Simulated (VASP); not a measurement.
**Re: density of states with PBEsol**

Re:

```
CELL_PARAMETERS angstrom
0.00000 2.79697 2.79697
2.79697 0.00000 2.79697
2.79697 2.79697 0.00000
ATOMIC_POSITIONS crystal
Re 0.87500 0.87500 0.87500
Re 0.12500 0.12500 0.12500
```

```json
{"Program": "VASP 6.6.1", "Task": "density of states", "Functional": "PBEsol", "Potentials or basis": "VASP PAW PBE potentials, release 64 (Re)", "Cutoff": "520 eV", "k mesh": "12 × 12 × 12", "Occupations": "fermi-dirac, width 0.05 eV", "Spin": "no spin polarisation", "Dipole correction": "no", "k mesh for the DOS": "18 × 18 × 18", "Occupations for the DOS": "tetrahedron", "Further INCAR settings": "ALGO = Normal; EDIFF = 1e-06"}
```

```yaml
Valence_electrons_inside_the_program's_atomic_spheres: Re 6.22
```

Levels at points of the mesh, in eV from the Fermi level:
| k point | band 4 | band 5 | band 6 | band 7 | band 8 | band 9 | band 10 | band 11 |
| --- | --- | --- | --- | --- | --- | --- | --- | --- |
| (0.00, 0.00, 0.00) | -2.27 | -2.27 | -2.27 | 0.68 | 0.68 | 0.68 | 4.29 | 4.29 |
| (0.50, 0.00, 0.00) | -2.78 | -2.50 | -2.50 | -0.89 | 1.80 | 1.80 | 3.41 | 3.42 |
| (0.50, 0.50, 0.00) | -2.43 | -1.91 | -1.91 | 0.01 | 0.01 | 3.81 | 3.84 | 4.74 |

It took 53 s on 1 thread of Intel(R) Xeon(R) 6975P-C (Granite Rapids), with other jobs on the host, peak memory 0.23 GiB.

Caveat: spin-orbit coupling is left out, which moves the levels of the heavy elements.
